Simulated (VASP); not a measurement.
# Rh (R-3m) in VASP: single point with PBE

Aim: the single point of Rh with PBE.

Everything below comes from runs of VASP 6.6.1. Logs are shortened: lines on timing, memory, paths and dates and some standing lists are left out, and cuts for length are marked.

## 1. The cell of the first run

The structure is trigonal, space group R-3m (No. 166). Conventional cell: a = 2.453 Å, b = 2.453 Å, c = 7.192 Å, α = 90.00°, β = 90.00°, γ = 120.00°. Rh (site symmetry -3m) has 12 Rh at 2.45 to 2.78 Å within 3.2 Å.

## 2. Single point, PBE (strained)

INCAR

```
ALGO = Fast ; EDIFF = 1E-6
ENCUT = 520 ; GGA = PE
ISIF = 2 ; ISMEAR = 0
LASPH = True ; LCHARG = False
LREAL = False ; LWAVE = False
NBANDS = 14 ; NELM = 80
PREC = Accurate ; SIGMA = 0.1
```

KPOINTS

```
k-points
0
Gamma
  18 18 18
```

POSCAR

```
Rh
1.0
    0.0000000000      1.7344830720      1.7344830720
    1.9622250720     -0.2277420000      1.9622250720
    1.7344830720      1.7344830720      0.0000000000
Rh
1
Direct
    0.0000000000      0.0000000000      0.0000000000
```

Potentials or basis: VASP PAW PBE potentials, release 64 (Rh_pv).

Launch:

```
$ cat potpaw_PBE.64/Rh_pv/POTCAR > POTCAR
$ mpirun -np 1 vasp_std > vasp.out
```

OUTCAR:

```text
EDIFF = 1E-6
   ENCUT = 520
   GGA = PE
   ISIF = 2
   ISMEAR = 0
   LASPH = True
   LREAL = False
   NELM = 80
   PREC = Accurate

 ion  position               nearest neighbor table
   1  0.000  0.000  0.000-

  LATTYP: Found a trigonal (rhomboedric) cell.
 ALAT       =     2.7843349089
 COS(alpha) =     0.6119415127

  Lattice vectors:

 A1 = (   0.2277420000,  -1.9622250720,   1.9622250720)
 A2 = (   1.9622250720,  -1.9622250720,   0.2277420000)
 A3 = (   1.9622250720,  -0.2277420000,   1.9622250720)

Analysis of symmetry for initial positions (statically):
=====================================================================
 Subroutine PRICEL returns:
 Original cell was already a primitive cell.

 Routine SETGRP: Setting up the symmetry group for a
 trigonal (rhombohedral) supercell.

 Subroutine GETGRP returns: Found 12 space group operations
 (whereof 12 operations were pure point group operations)
 out of a pool of 12 trial point group operations.

The static configuration has the point symmetry D_3d.

Analysis of symmetry for dynamics (positions and initial velocities):
=====================================================================
 Subroutine PRICEL returns:
 Original cell was already a primitive cell.

 Routine SETGRP: Setting up the symmetry group for a
 trigonal (rhombohedral) supercell.

 Subroutine GETGRP returns: Found 12 space group operations
 (whereof 12 operations were pure point group operations)
 out of a pool of 12 trial point group operations.

The dynamic configuration has the point symmetry D_3d.

 Subroutine INISYM returns: Found 12 space group operations
 (whereof 12 operations are pure point group operations),
 and found     1 'primitive' translations

----------------------------------------------------------------------------------------

                                     Primitive cell

  volume of cell :      12.4916

  direct lattice vectors                    reciprocal lattice vectors
     0.000000000  1.734483072  1.734483072    -0.272459097  0.272459097  0.304081555
     1.962225072 -0.227742000  1.962225072     0.240836639 -0.240836639  0.240836639
     1.734483072  1.734483072  0.000000000     0.304081555  0.272459097 -0.272459097

  length of vectors
     2.452929484  2.784334909  2.452929484     0.490849784  0.417141295  0.490849784

  position of ions in fractional coordinates (direct lattice)
     0.000000000  0.000000000  0.000000000

  ion indices of the primitive-cell ions
   primitive index   ion index
                 1           1

----------------------------------------------------------------------------------------

 KPOINTS: k-points

Automatic generation of k-mesh.
 Grid dimensions read from file:
 generate k-points for:   18   18   18

 Generating k-lattice:

  Cartesian coordinates                     Fractional coordinates (reciprocal lattice)
    -0.015136616  0.015136616  0.016893420     0.055555556  0.000000000  0.000000000
     0.013379813 -0.013379813  0.013379813     0.000000000  0.055555556  0.000000000
     0.016893420  0.015136616 -0.015136616     0.000000000  0.000000000  0.055555556

  Length of vectors
     0.027269432  0.023174516  0.027269432

  Shift w.r.t. Gamma in fractional coordinates (k-lattice)
     0.000000000  0.000000000  0.000000000

 Subroutine IBZKPT returns following result:
 ===========================================

 Found    580 irreducible k-points:

 Following reciprocal coordinates:
            Coordinates               Weight
  0.000000  0.000000  0.000000      1.000000
  0.055556  0.000000  0.000000      6.000000
  0.111111  0.000000  0.000000      6.000000
  0.166667  0.000000  0.000000      6.000000
  0.222222  0.000000  0.000000      6.000000
  0.277778  0.000000  0.000000      6.000000
[... 16 lines left out ...]
 -0.333333  0.055556  0.000000      6.000000
 -0.277778  0.055556  0.000000      6.000000
 [... further k-points ...]
   k-points           NKPTS =    580   k-points in BZ     NKDIM =    580   number of bands    NBANDS=     14
   number of dos      NEDOS =    301   number of ions     NIONS =      1
   total plane-waves  NPLWV =   7776
   dimension x,y,z NGX =    18 NGY =   24 NGZ =   18
   dimension x,y,z NGXF=    36 NGYF=   48 NGZF=   36
   ions per type =               1
   NGX,Y,Z   is equivalent  to a cutoff of  12.20, 14.33, 12.20 a.u.
   NGXF,Y,Z  is equivalent  to a cutoff of  24.40, 28.66, 24.40 a.u.
 SYSTEM =  unknown system
   PREC   = accura    normal or accurate (medium, high low for compatibility)
   ISTART =      0    job   : 0-new  1-cont  2-samecut
   ICHARG =      2    charge: 1-file 2-atom 10-const
   ISPIN  =      1    spin polarized calculation?
   LNONCOLLINEAR =      F non collinear calculations
   LSORBIT =      F    spin-orbit coupling
   LASPH  =      T    aspherical Exc in radial PAW
   ENCUT  =  520.0 eV  38.22 Ry    6.18 a.u.   4.56  5.18  4.56*2*pi/ulx,y,z
   NELM   =     80;   NELMIN=  2; NELMDL= -5     # of ELM steps
   EDIFF  = 0.1E-05   stopping-criterion for ELM
   LREAL  =      F    real-space projection
   EDIFFG = 0.1E-04   stopping-criterion for IOM
   NSW    =      0    number of steps for IOM
   IBRION =     -1    ionic relax: 0-MD 1-quasi-New 2-CG
   NFREE  =      0    steps in history (QN), initial steepest desc. (CG)
   ISIF   =      2    stress and relaxation
   ISYM   =      2    0-nonsym 1-usesym 2-fastsym
   POTIM  = 0.5000    time-step for ionic-motion
   TEBEG  =    0.0;   TEEND  =   0.0 temperature during run
   PSTRESS=    0.0 pullay stress
   NELECT =      15.0000    total number of electrons
   NUPDOWN=      -1.0000    fix difference up-down
   EMIN   =  10.00;   EMAX   =-10.00  energy-range for DOS
   EFERMI =   0.00;   METHOD = LEGACY
   ISMEAR =     0;   SIGMA  =   0.10  broadening in eV -4-tet -1-fermi 0-gaus
   EFERMI_NEDOS =   21; number of points for ismear=-14 and -15
   IALGO  =     68    algorithm
   IMIX   =      4    mixing-type and parameters
     AMIX     =   0.40;   BMIX     =  1.00
     AMIX_MAG =   1.60;   BMIX_MAG =  1.00
  volume/ion in A,a.u.               =      12.49        84.30
  Fermi-wavevector in a.u.,A,eV,Ry     =   1.740067  3.288251 41.196188  3.027834
  Thomas-Fermi vector in A             =   2.812788
   LORBIT       =      0    0 simple, 1 ext, 2 COOP (PROOUT), +10 PAW based schemes
   GGA     = PE    functional components
   LHFCALC =     F    Hartree Fock is set to
   AEXX    =    0.0000 exact exchange contribution
   IVDW    =     0    specifies the selected vdW correction
   LEPSILON=     F    determine dielectric tensor
   LRPA    =     F    only Hartree local field effects (RPA)
 non-spin polarized calculation
 RMM-DIIS sequential band-by-band and
 Gauss-broadening in eV      SIGMA  =   0.10
  energy-cutoff  :      520.00
  volume of cell :       12.49
 maximum number of plane-waves:       351
   NGX =  9   NGY = 11   NGZ =  9

 number of electron      14.9999999 magnetization

 Free energy of the ion-electron system (eV)
  ---------------------------------------------------
  ext. energy  EPLUGINS =         0.00000000
  ---------------------------------------------------
  free energy    TOTEN  =        -6.61817607 eV

  energy without entropy =       -6.61149094  energy(sigma->0) =       -6.61483351

 E-fermi :  13.7024     XC(G=0): -14.6151

 val. band max:       13.6992435052   @ k =   0.4444   0.0000   0.1111
 cond. band min:      13.7061300596   @ k =   0.3333   0.4444   0.1111
 fundamental gap:      0.0068865544
 Fermi energy:        13.7024068185

 k-point     1 :       0.0000    0.0000    0.0000
  band No.  band energies     occupation
      1     -32.8329      2.00000
      2     -32.6629      2.00000
      3     -32.6629      2.00000
      4       5.1345      2.00000
      5       8.6750      2.00000
      6      10.4186      2.00000
      7      10.4186      2.00000
      8      13.2129      2.00000
      9      13.2129      2.00000
     10      28.7698      0.00000
     11      32.9170      0.00000
     12      34.1330      0.00000
     13      38.0595      0.00000
     14      38.0595      0.00000

 k-point     2 :       0.0556    0.0000    0.0000
  band No.  band energies     occupation
      1     -32.8331      2.00000
      2     -32.7079      2.00000
      3     -32.6721      2.00000
      4       5.2890      2.00000
      5       8.7523      2.00000
      6      10.3226      2.00000
      7      10.5318      2.00000
      8      13.0971      2.00000
      9      13.1584      2.00000
     10      29.0407      0.00000
     11      33.1506      0.00000
     12      34.1331      0.00000
     13      37.0600      0.00000
     14      38.2289      0.00000

 k-point     3 :       0.1111    0.0000    0.0000
  band No.  band energies     occupation
      1     -32.8511      2.00000
      2     -32.8189      2.00000
      3     -32.6987      2.00000
      4       5.7265      2.00000
      5       8.9684      2.00000
      6      10.0802      2.00000
      7      10.8623      2.00000
      8      12.7967      2.00000
      9      13.0074      2.00000
     10      29.7630      0.00000
     11      33.5908      0.00000
     12      34.1333      0.00000
     13      35.6354      0.00000
     14      38.7144      0.00000
[... 324 lines left out ...]
 k-point    23 :      -0.3333    0.0556    0.0000
  band No.  band energies     occupation
      1     -33.7582      2.00000
      2     -32.8886      2.00000
      3     -32.8562      2.00000
      4       7.0426      2.00000
      5       9.0172      2.00000
      6      11.7850      2.00000
      7      12.1575      2.00000
      8      13.3264      2.00000
      9      13.9105      0.00325
     10      27.4016      0.00000
     11      30.5350      0.00000
     12      34.1351      0.00000
     13      34.5963      0.00000
     14      40.8506      0.00000

 k-point    24 :      -0.2778    0.0556    0.0000
  band No.  band energies     occupation
      1     -33.5336      2.00000
      2     -32.8631      2.00000
      3     -32.8393      2.00000
      4       7.2115      2.00000
      5       9.1844      2.00000
      6      10.9212      2.00000
      7      11.9920      2.00000
      8      12.9093      2.00000
      9      13.0747      2.00000
     10      28.7650      0.00000
     11      31.5733      0.00000
     12      34.1349      0.00000
     13      35.5649      0.00000
     14      39.8488      0.00000

 [... further k-points ...]

------------------------ aborting loop because EDIFF is reached ----------------------------------------

  FORCE on cell =-STRESS in cart. coord.  units (eV):
  Direction    XX          YY          ZZ          XY          YZ          ZX
  --------------------------------------------------------------------------------------
  -------------------------------------------------------------------------------------
  Total        4.4774701      4.4774701      4.4774701      2.4950004      2.4950004     -2.4950004
  in kB      574.2826593    574.2826593    574.2826593    320.0100542    320.0100542   -320.0100542
  external PRESSURE =     574.2826593 kB  Pullay stress =       0.0000000 kB

 VOLUME and BASIS-vectors are now :
 -----------------------------------------------------------------------------
  energy-cutoff  :      520.00
  volume of cell :       12.49
      direct lattice vectors                 reciprocal lattice vectors
     0.000000000  1.734483072  1.734483072    -0.272459097  0.272459097  0.304081555
     1.962225072 -0.227742000  1.962225072     0.240836639 -0.240836639  0.240836639
     1.734483072  1.734483072  0.000000000     0.304081555  0.272459097 -0.272459097

 POSITION                                       TOTAL-FORCE (eV/Angst)
 -----------------------------------------------------------------------------------
      0.00000      0.00000      0.00000         0.000000      0.000000     -0.000000
 -----------------------------------------------------------------------------------
    total drift:                               -0.000000     -0.000000     -0.000000

  FREE ENERGIE OF THE ION-ELECTRON SYSTEM (eV)
  ---------------------------------------------------
  free  energy   TOTEN  =        -6.6181760670 eV

  energy  without entropy=       -6.6114909435  energy(sigma->0) =       -6.61483351
```

Run time: 2 min. Hardware: 1 thread of AMD EPYC 7R43 (Zen 3), shared host; peak memory 0.16 GiB.

What came out:

```yaml
Free_energy: -6.6182 eV
Pressure: 57.4 GPa
```

Caveat: the cell differs from its parent crystal (strained).
